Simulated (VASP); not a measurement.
BiTe: single point with PBEsol

Crystal: BiTe.

```xyz
2
Lattice="2.4590 1.4197 3.2178 -2.4590 1.4197 3.2178 0.0000 -2.8395 3.2178" Properties=species:S:1:pos:R:3 pbc="T T T"
Bi    0.0000    0.0000    4.8267
Te    0.0000    0.0000    0.0000
```

This cell differs from its parent crystal: strain +0.015 along x and y, -0.030 along z.

```yaml
Program: VASP 6.6.1
Task: single point
Functional: PBEsol
Potentials_or_basis: VASP PAW PBE potentials, release 64 (Bi_d, Te)
Cutoff: 520 eV
k_mesh: 12 × 12 × 12
Occupations: gaussian, width 0.15 eV
Spin: no spin polarisation
```

```json
{
 "Pressure": "-3.0 GPa",
 "Band gap on the k mesh": "zero (an odd number of electrons rules out a gap without spin polarisation)"
}
```

Stress tensor (GPa, compression positive):
```
-3.41  0.00  0.00
 0.00 -3.41  0.00
 0.00  0.00 -2.08
```

Levels at points of the mesh, in eV from the Fermi level:
| k point | band 7 | band 8 | band 9 | band 10 | band 11 | band 12 | band 13 | band 14 |
| --- | --- | --- | --- | --- | --- | --- | --- | --- |
| (0.00, 0.00, 0.00) | -8.32 | -2.91 | -2.91 | -1.38 | 1.89 | 2.67 | 2.67 | 3.95 |
| (0.50, 0.00, 0.00) | -11.34 | -1.80 | -1.75 | -1.00 | -0.82 | -0.53 | 0.57 | 6.55 |
| (0.50, 0.50, 0.00) | -9.95 | -5.54 | -4.53 | -3.01 | 2.51 | 2.90 | 3.54 | 4.43 |
| (0.50, 0.50, 0.50) | -10.83 | -2.39 | -2.39 | -2.34 | -1.71 | -1.37 | -1.37 | 8.18 |

It took 110 s on 1 thread of Intel(R) Xeon(R) Platinum 8488C (Sapphire Rapids), on a shared host, peak memory 0.35 GiB.

Caveat: the cell differs from its parent crystal (strain +0.015 along x and y, -0.030 along z); the PAW data sets were made with another functional, which shifts forces and pressure a little; spin-orbit coupling is left out, which moves the levels of the heavy elements.
